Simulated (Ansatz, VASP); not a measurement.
Two plane-wave programs on Al2Cu

```xyz
3
Lattice="4.4096 0.0000 0.0000 0.0000 4.4096 0.0000 0.0000 0.0000 2.9617" Properties=species:S:1:pos:R:3 pbc="T T T"
Al    2.2048    0.0000    1.4808
Al    0.0000    2.2048    1.4808
Cu    0.0000    0.0000    0.0000
```

Alike in both runs: task single point; functional PBE; k mesh 10 × 10 × 14; occupations gaussian, width 0.15 eV; no spin polarisation.

|  | VASP | Ansatz |
| --- | --- | --- |
| version | VASP 6.6.1 | Ansatz 0.2.0 |
| potentials or method | VASP PAW PBE potentials, release 64 (Al, Cu), cutoff 520 eV | scalar-relativistic, plane waves, PAW |
| valence electrons in the cell | 17 | 25 |

VASP gave:

```
gap on the k mesh at the Fermi level (eV)                     : none
pressure (GPa)                                                : -9.9
traceless stress, the component that is largest in VASP (GPa) : 0.34
```

Problem. What did Ansatz give for the same quantities?

Solution. gap on the k mesh at the Fermi level (eV): none; pressure (GPa): -9.6; traceless stress, the component that is largest in VASP (GPa): 0.38.

A gap of «none» marks a metal or a gap that the smearing closes. VASP's potentials hold 17 valence electrons a cell and Ansatz's 25, so a difference there can come from the potentials and not from the codes.
